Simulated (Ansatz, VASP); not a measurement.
## B: VASP beside Ansatz

```
B
1.0
     0.00000    2.13443    2.13443
     2.13443    0.00000    2.13443
     2.13443    2.13443    0.00000
B
3
Direct
  0.25000 0.25000 0.25000
  0.75000 0.75000 0.75000
  0.00000 0.00000 0.00000
```

Alike in both runs: functional PBE; k mesh 6 × 6 × 6; occupations gaussian, width 0.1 eV; no spin polarisation.

Ansatz relaxed the structure, and its values are those at the end. VASP's run is a single point on that final structure, the one shown.

```csv
,VASP,Ansatz
version,VASP 6.6.1,Ansatz 0.2.0
potentials or method,"VASP PAW PBE potentials, release 64 (B), cutoff 520 eV","scalar-relativistic, plane waves, PAW"
valence electrons in the cell,9,9
```

|  | VASP | Ansatz | Ansatz less VASP |
| --- | --- | --- | --- |
| gap on the k mesh at the Fermi level (eV) | none | none | - |
| pressure (GPa) | -0.3 | -0.2 | +0.10 |

A gap of «none» marks a metal or a gap that the smearing closes.

The k mesh is coarse, so the values compare programs but aren't converged.
